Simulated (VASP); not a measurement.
Crystal: Fe.

```
Fe
1.0
    -1.44300    1.44300    1.44300
     1.44300   -1.44300    1.44300
     1.44300    1.44300   -1.44300
Fe
1
Direct
  0.00000 0.00000 0.00000
```

```yaml
Program: VASP 6.6.1
Task: relaxation of cell and atoms
Functional: PBEsol
Dispersion: D4
Potentials_or_basis: VASP PAW PBE potentials, release 64 (Fe)
Cutoff: 600 eV
k_mesh: 13 × 13 × 13
Occupations: fermi-dirac, width 0.05 eV
Spin: collinear spin, ferromagnetic start
Starting_moments: "[3.0] μB"
```

At the start: pressure -19.8 GPa; volume 12.02 Å³/atom.

Problem. Where does the relaxation end?

Solution. Over 4 steps the energy falls by 100.0 meV/atom and the volume is 10.64 Å³/atom (-11.5 %); space group Im-3m (No. 229, to 0.1 Å) before and after; moment 2.05 μB per cell.

Step by step:
| step | energy change (eV) | largest force (eV/Å) | pressure (GPa) | volume (Å³) |
| --- | --- | --- | --- | --- |
| 1 | 0.0000 | 0.0000 | -19.82 | 12.02 |
| 2 | -0.0067 | 0.0000 | 31.70 | 9.61 |
| 3 | -0.1000 | 0.0000 | -0.37 | 10.67 |
| 4 | -0.1000 | 0.0000 | 0.16 | 10.64 |

Final structure:
```cif
data_structure
_symmetry_space_group_name_H-M 'P 1'
_symmetry_Int_Tables_number 1
_cell_length_a 2.3999
_cell_length_b 2.3999
_cell_length_c 2.3999
_cell_angle_alpha 109.471
_cell_angle_beta 109.471
_cell_angle_gamma 109.471
_cell_volume 10.64
loop_
_atom_site_label
_atom_site_type_symbol
_atom_site_fract_x
_atom_site_fract_y
_atom_site_fract_z
_atom_site_occupancy
Fe1 Fe 0.00000 0.00000 0.00000 1
```

Caveat: the PAW data sets were made with another functional, which shifts forces and pressure a little.
